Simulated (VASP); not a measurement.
# Ge5Bi3 in VASP: notebook

Ge5Bi3 is run at these levels: PBE; tasks: single point.

All numbers are computed with VASP 6.6.1; they aren't measurements. Logs are shortened: lines on timing, memory, paths and dates and some standing lists are left out, and cuts for length are marked.

## Step 1: The cell of the first run

The cell holds a disordered packing, 16 atoms: a = 7.335 Å, b = 7.029 Å, c = 7.583 Å, α = 92.01°, β = 92.87°, γ = 92.74°.

## Step 2: Single point, PBE

Input file INCAR:

```
SYSTEM = Ge5Bi3
PREC = Accurate
ENCUT = 520
EDIFF = 1E-7
ISMEAR = -1
SIGMA = 0.05
LREAL = Auto
LASPH = .True.
NELM = 80
ALGO = Normal
ISIF = 2
LWAVE = .False.
LCHARG = .False.
GGA = PE
ISYM = 0
NBANDS = 129
```

Input file KPOINTS:

```
Automatic mesh
0
Gamma
  1 1 1
  0.25 0.25 0.25
```

Input file POSCAR:

```
Ge5Bi3
1.0
    7.3302180000     -0.1736460000     -0.1884740000
   -0.1736460000      7.0252930000     -0.1301890000
   -0.1884740000     -0.1301890000      7.5795750000
Ge Bi
10 6
Direct
    0.3207320281      0.4190859602      0.3195034062
    0.6909086718      0.8254601507      0.3763135997
    0.1793660305      0.3552843888      0.7479567063
    0.6198962819      0.1677292490      0.2613324408
    0.8893334377      0.2509032130      0.8636397250
    0.8310779977      0.5352817005      0.0577499904
    0.0325929224      0.6994333972      0.3136741114
    0.7145796073      0.9488879027      0.7503141593
    0.5296093928      0.2570899432      0.7203575244
    0.4797141876      0.6480827786      0.5694026249
    0.8179397021      0.4209513230      0.5160914166
    0.3058995985      0.9879457173      0.4898178045
    0.0617410364      0.7491965291      0.7358536233
    1.0122391831      0.1394570658      0.2274728522
    0.4392597913      0.5916993352     -0.0039750521
    0.3462077288      1.0168029658     -0.0042002729
```

Potentials or basis: VASP PAW PBE potentials, release 64 (Ge_d, Bi_d).

Launch:

```bash
> cat potpaw_PBE.64/Ge_d/POTCAR potpaw_PBE.64/Bi_d/POTCAR > POTCAR
> mpirun -np 1 vasp_std > vasp.out
```

OUTCAR:

```text
SYSTEM = Ge5Bi3
   PREC = Accurate
   ENCUT = 520
   EDIFF = 1E-7
   ISMEAR = -1
   LREAL = Auto
   LASPH = .True.
   NELM = 80
   ISIF = 2
   GGA = PE
   ISYM = 0

 ion  position               nearest neighbor table
   1  0.321  0.419  0.320-  10 2.63  15 2.93  14 2.96  12 3.33
   2  0.691  0.825  0.376-  10 2.50   4 2.65   7 2.76  11 3.23  12 3.24  14 3.41
   3  0.179  0.355  0.748-   5 2.43   9 2.71  13 2.94  15 3.01  11 3.17  16 3.32  12 3.38
   4  0.620  0.168  0.261-   2 2.65  11 2.87  16 2.91  14 2.92  12 3.19
   5  0.889  0.251  0.864-   3 2.43   6 2.51   8 2.53   9 2.81  11 2.96  14 3.00
   6  0.831  0.535  0.058-   5 2.51   7 2.58  15 2.94  13 3.39  14 3.41
   7  0.033  0.699  0.314-   6 2.58   2 2.76  11 2.97  12 3.01  14 3.19  13 3.20
   8  0.715  0.949  0.750-   5 2.53   9 2.62  10 2.92  13 2.97  16 3.40
   9  0.530  0.257  0.720-   8 2.62   3 2.71   5 2.81  11 2.90  12 2.92  16 3.06  15 3.21
  10  0.480  0.648  0.569-   2 2.50   1 2.63  12 2.83   8 2.92  11 3.05  15 3.30
  11  0.818  0.421  0.516-   4 2.87   9 2.90   5 2.96   7 2.97  10 3.05   3 3.17  13 3.21   2 3.23
                            14 3.32
  12  0.306  0.988  0.490-  10 2.83   9 2.92   7 3.01  14 3.11  13 3.13   4 3.19   2 3.24   1 3.33
                             3 3.38  16 3.78  16 3.83
  13  0.062  0.749  0.736-   3 2.94   8 2.97  12 3.13   7 3.20  11 3.21  16 3.28   6 3.39  15 3.56

  14  0.012  0.139  0.227-   4 2.92   1 2.96   5 3.00  12 3.11   7 3.19  16 3.22  11 3.32   6 3.41
                             2 3.41
  15  0.439  0.592  0.996-   1 2.93   6 2.94   3 3.01  16 3.10   9 3.21  10 3.30  13 3.56
  16  0.346  0.017  0.996-   4 2.91   9 3.06  15 3.10  14 3.22  13 3.28   3 3.32   8 3.40  12 3.78
                            12 3.83

IMPORTANT INFORMATION: All symmetrisations will be switched off!
NOSYMM: (Re-)initialisation of all symmetry stuff for point group C_1.

----------------------------------------------------------------------------------------

                                     Primitive cell

  volume of cell :     389.7140

  direct lattice vectors                    reciprocal lattice vectors
     7.330218000 -0.173646000 -0.188474000     0.136591936  0.003440216  0.003455590
    -0.173646000  7.025293000 -0.130189000     0.003440216  0.142474786  0.002532733
    -0.188474000 -0.130189000  7.579575000     0.003455590  0.002532733  0.132062949

  length of vectors
     7.334696402  7.028644524  7.583035593     0.136678942  0.142538817  0.132132427

  position of ions in fractional coordinates (direct lattice)
     0.320732028  0.419085960  0.319503406
     0.690908672  0.825460151  0.376313600
     0.179366030  0.355284389  0.747956706
     0.619896282  0.167729249  0.261332441
     0.889333438  0.250903213  0.863639725
     0.831077998  0.535281701  0.057749990
[... 8 lines left out ...]
     0.439259791  0.591699335  0.996024948
     0.346207729  0.016802966  0.995799727

  ion indices of the primitive-cell ions
   primitive index   ion index
                 1           1
                 2           2
                 3           3
                 4           4
                 5           5
                 6           6
[... 8 lines left out ...]
                15          15
                16          16

----------------------------------------------------------------------------------------

 KPOINTS: Automatic mesh

Automatic generation of k-mesh.
 Grid dimensions read from file:
 generate k-points for:    1    1    1

 Generating k-lattice:

  Cartesian coordinates                     Fractional coordinates (reciprocal lattice)
     0.136591936  0.003440216  0.003455590     1.000000000  0.000000000  0.000000000
     0.003440216  0.142474786  0.002532733    -0.000000000  1.000000000  0.000000000
     0.003455590  0.002532733  0.132062949     0.000000000  0.000000000  1.000000000

  Length of vectors
     0.136678942  0.142538817  0.132132427

  Shift w.r.t. Gamma in fractional coordinates (k-lattice)
     0.250000000  0.250000000  0.250000000

 Subroutine IBZKPT returns following result:
 ===========================================

 Found      1 irreducible k-points:

 Following reciprocal coordinates:
            Coordinates               Weight
  0.250000  0.250000  0.250000      2.000000
   k-points           NKPTS =      1   k-points in BZ     NKDIM =      1   number of bands    NBANDS=    129
   number of dos      NEDOS =    301   number of ions     NIONS =     16
   total plane-waves  NPLWV = 169344
   dimension x,y,z NGX =    56 NGY =   54 NGZ =   56
   dimension x,y,z NGXF=   112 NGYF=  108 NGZF=  112
   ions per type =              10   6
   NGX,Y,Z   is equivalent  to a cutoff of  12.69, 12.77, 12.28 a.u.
   NGXF,Y,Z  is equivalent  to a cutoff of  25.39, 25.54, 24.55 a.u.
 SYSTEM =  Ge5Bi3
   PREC   = accura    normal or accurate (medium, high low for compatibility)
   ISTART =      0    job   : 0-new  1-cont  2-samecut
   ICHARG =      2    charge: 1-file 2-atom 10-const
   ISPIN  =      1    spin polarized calculation?
   LNONCOLLINEAR =      F non collinear calculations
   LSORBIT =      F    spin-orbit coupling
   LASPH  =      T    aspherical Exc in radial PAW
   ENCUT  =  520.0 eV  38.22 Ry    6.18 a.u.  13.64 13.07 14.10*2*pi/ulx,y,z
   NELM   =     80;   NELMIN=  2; NELMDL= -5     # of ELM steps
   EDIFF  = 0.1E-06   stopping-criterion for ELM
   LREAL  =      T    real-space projection
   EDIFFG = 0.1E-05   stopping-criterion for IOM
   NSW    =      0    number of steps for IOM
   IBRION =     -1    ionic relax: 0-MD 1-quasi-New 2-CG
   NFREE  =      0    steps in history (QN), initial steepest desc. (CG)
   ISIF   =      2    stress and relaxation
   ISYM   =      0    0-nonsym 1-usesym 2-fastsym
   POTIM  = 0.5000    time-step for ionic-motion
   TEBEG  =    0.0;   TEEND  =   0.0 temperature during run
   PSTRESS=    0.0 pullay stress
   NELECT =     230.0000    total number of electrons
   NUPDOWN=      -1.0000    fix difference up-down
   EMIN   =  10.00;   EMAX   =-10.00  energy-range for DOS
   EFERMI =   0.00;   METHOD = LEGACY
   ISMEAR =    -1;   SIGMA  =   0.05  broadening in eV -4-tet -1-fermi 0-gaus
   EFERMI_NEDOS =   21; number of points for ismear=-14 and -15
   IALGO  =     38    algorithm
   IMIX   =      4    mixing-type and parameters
     AMIX     =   0.40;   BMIX     =  1.00
     AMIX_MAG =   1.60;   BMIX_MAG =  1.00
  volume/ion in A,a.u.               =      24.36       164.37
  Fermi-wavevector in a.u.,A,eV,Ry     =   1.373205  2.594982 25.656406  1.885693
  Thomas-Fermi vector in A             =   2.498743
   LORBIT       =      0    0 simple, 1 ext, 2 COOP (PROOUT), +10 PAW based schemes
   GGA     = PE    functional components
   LHFCALC =     F    Hartree Fock is set to
   AEXX    =    0.0000 exact exchange contribution
   IVDW    =     0    specifies the selected vdW correction
   LEPSILON=     F    determine dielectric tensor
   LRPA    =     F    only Hartree local field effects (RPA)
 non-spin polarized calculation
  energy-cutoff  :      520.00
  volume of cell :      389.71
 maximum number of plane-waves:     10507
 NGX is ok and might be reduce to    54
   NGX = 27   NGY = 27   NGZ = 29

 number of electron     230.0000007 magnetization

 Free energy of the ion-electron system (eV)
  ---------------------------------------------------
  ext. energy  EPLUGINS =         0.00000000
  ---------------------------------------------------
  free energy    TOTEN  =       -62.44089420 eV

  energy without entropy =      -62.42317354  energy(sigma->0) =      -62.43203387

 E-fermi :   6.8913     XC(G=0): -10.4899

 val. band max:        6.6818044032   @ k =   0.2500   0.2500   0.2500
 cond. band min:       7.0949659344   @ k =   0.2500   0.2500   0.2500
 fundamental gap:      0.4131615311
 Fermi energy:         6.8913146655

 k-point     1 :       0.2500    0.2500    0.2500
  band No.  band energies     occupation
      1     -18.0756      2.00000
      2     -18.0504      2.00000
      3     -18.0483      2.00000
      4     -18.0285      2.00000
      5     -18.0213      2.00000
      6     -17.9340      2.00000
[... 119 lines left out ...]
    126       9.3632      0.00000
    127       9.5229      0.00000
 [bands above 127 left out]

------------------------ aborting loop because EDIFF is reached ----------------------------------------

  FORCE on cell =-STRESS in cart. coord.  units (eV):
  Direction    XX          YY          ZZ          XY          YZ          ZX
  --------------------------------------------------------------------------------------
  -------------------------------------------------------------------------------------
  Total       12.9368009     12.9803427     15.0257434     12.6138819      5.0643836      5.1235154
  in kB       53.1852860     53.3642935     61.7732676     51.8577139     20.8205020     21.0636025
  external PRESSURE =      56.1076157 kB  Pullay stress =       0.0000000 kB

 VOLUME and BASIS-vectors are now :
 -----------------------------------------------------------------------------
  energy-cutoff  :      520.00
  volume of cell :      389.71
      direct lattice vectors                 reciprocal lattice vectors
     7.330218000 -0.173646000 -0.188474000     0.136591936  0.003440216  0.003455590
    -0.173646000  7.025293000 -0.130189000     0.003440216  0.142474786  0.002532733
    -0.188474000 -0.130189000  7.579575000     0.003455590  0.002532733  0.132062949

 POSITION                                       TOTAL-FORCE (eV/Angst)
 -----------------------------------------------------------------------------------
      2.21804      2.84691      2.30669         0.142577      0.090220     -0.206105
      4.85025      5.63013      2.61461         0.426287      0.314902     -0.225579
      1.11213      2.36746      5.58913         0.748691     -0.197657     -0.441323
      4.46560      1.03668      1.84212        -0.611583      0.005943     -0.117664
      6.31267      1.49580      6.34574        -0.056365     -0.121144      0.857086
      5.98815      3.60868      0.21140        -0.620938      0.204264      0.225307
[... 8 lines left out ...]
      2.92940      3.95091      7.38962         0.442180     -0.114351      0.434792
      2.34718     -0.07171      7.48030         0.229712      0.051028      0.409333
 -----------------------------------------------------------------------------------
    total drift:                               -0.016351     -0.000219      0.017178

  FREE ENERGIE OF THE ION-ELECTRON SYSTEM (eV)
  ---------------------------------------------------
  free  energy   TOTEN  =       -62.4408942039 eV

  energy  without entropy=      -62.4231735409  energy(sigma->0) =      -62.43203387
```

It took 88 s on 1 thread of Intel Xeon Platinum 8488C (Sapphire Rapids), shared host; peak memory 0.4 GiB.

What came out:

```
Free energy   : -62.4409 eV
Pressure      : 5.6 GPa
Largest force : 0.891 eV/Å
```

Forces on the atoms (eV/Å):
```
Ge   0.143  0.090 -0.206
Ge   0.426  0.315 -0.226
Ge   0.749 -0.198 -0.441
Ge  -0.612  0.006 -0.118
Ge  -0.056 -0.121  0.857
Ge  -0.621  0.204  0.225
Ge  -0.277 -0.232  0.000
Ge   0.054 -0.567 -0.377
Ge  -0.589  0.035  0.012
Ge   0.119 -0.463 -0.228
Bi   0.059  0.195 -0.087
Bi  -0.174  0.780  0.036
Bi  -0.086  0.012  0.053
Bi   0.194  0.007 -0.345
Bi   0.442 -0.114  0.435
Bi   0.230  0.051  0.409
```

Stress tensor (GPa, compression positive):
```
5.32 5.19 2.11
5.19 5.34 2.08
2.11 2.08 6.18
```

Levels at points of the mesh, in eV from the Fermi level:
```
           k point  band 111  band 112  band 113  band 114  band 115  band 116  band 117  band 118  band 119  band 120
(0.25, 0.25, 0.25)     -1.05     -0.72     -0.57     -0.31     -0.21      0.20      0.48      0.76      0.96      1.23
```

Caveat: the k points lie up to 0.90 Å⁻¹ apart, too coarse for converged energies, forces and pressures; the atoms stand as in a frame of molecular dynamics; spin-orbit coupling is left out, which moves the levels of the heavy elements.

## Step 3: Single point, PBE

Input file INCAR:

```
PREC     = Accurate       # precision mode
ENCUT    = 520            # plane-wave cutoff, eV
EDIFF    = 1E-6           # SCF threshold, eV
ISMEAR   = -1             # smearing method
SIGMA    = 0.05           # smearing width, eV
LREAL    = Auto         
LASPH    = T              # aspherical terms in the spheres
NELM     = 100            # most SCF steps
ALGO     = Normal         # electronic algorithm
ISIF     = 2              # what is computed and relaxed
LWAVE    = F              # write WAVECAR
LCHARG   = F              # write CHGCAR
GGA      = PE             # functional
ISYM     = 0            
NBANDS   = 129            # bands
```

KPOINTS is that of step 2.

Input file POSCAR:

```
Ge5Bi3
1.0
    7.3302180000     -0.1736460000     -0.1884740000
   -0.1736460000      7.0252930000     -0.1301890000
   -0.1884740000     -0.1301890000      7.5795750000
Ge Bi
10 6
Direct
    0.3026343345      0.4061075332      0.3297680196
    0.7184256131      0.8195814941      0.3561621917
    0.1978247149      0.3484694850      0.7132228006
    0.5864769163      0.1784938109      0.2643383806
    0.9113066907      0.2448295056      0.8719189039
    0.8082933276      0.5294540722      0.0610042612
    0.0381921646      0.6718203409      0.2924964590
    0.7255557637      0.9210830336      0.7433679693
    0.5162057634      0.2413379405      0.7361196255
    0.4918930834      0.6626310011      0.5424319074
    0.7998122187      0.4270933289      0.5301414211
    0.2971812110      1.0186333576      0.4870032673
    0.0700125748      0.7313443827      0.7268292145
    0.9989903708      0.1440442277      0.2112253900
    0.4326011127      0.5985030986      0.0207020291
    0.3306269560      1.0333720562     -0.0094138181
```

Potentials or basis: VASP PAW PBE potentials, release 64 (Ge_d, Bi_d).

Launch:

```bash
> cat potpaw_PBE.64/Ge_d/POTCAR potpaw_PBE.64/Bi_d/POTCAR > POTCAR
> mpirun -np 1 vasp_std > vasp.out
```

Run time: 98 s. Hardware: 1 thread of Intel Xeon Platinum 8488C (Sapphire Rapids), shared host; peak memory 0.39 GiB.

Results (log left out):

```yaml
Free_energy: -62.4078 eV
Pressure: 6.0 GPa
Largest_force: 1.216 eV/Å
```

Forces on the atoms (eV/Å):
```
Ge   0.108  0.471 -0.270
Ge  -0.258  0.690 -0.117
Ge  -0.636  0.479  0.459
Ge   0.159 -0.178  0.053
Ge  -0.246 -0.186 -0.337
Ge  -0.168  0.085 -0.021
Ge  -0.023  0.127  0.199
Ge   0.111  0.202 -0.338
Ge   1.102  0.202  0.437
Ge  -0.201 -0.043 -0.111
Bi  -0.091 -0.479 -0.436
Bi  -0.617 -0.991 -0.342
Bi   0.303  0.375  0.250
Bi  -0.012 -0.133  0.571
Bi   0.315 -0.005 -0.456
Bi   0.152 -0.617  0.457
```

Stress tensor (GPa, compression positive):
```
6.44 4.89 2.77
4.89 5.07 1.94
2.77 1.94 6.50
```

Levels at points of the mesh, in eV from the Fermi level:
```
           k point  band 113  band 114  band 115  band 116  band 117  band 118
(0.25, 0.25, 0.25)     -0.60     -0.49     -0.20      0.20      0.43      0.73
```

Caveat: the k points lie up to 0.90 Å⁻¹ apart, too coarse for converged energies, forces and pressures; the atoms stand as in a frame of molecular dynamics; spin-orbit coupling is left out, which moves the levels of the heavy elements.
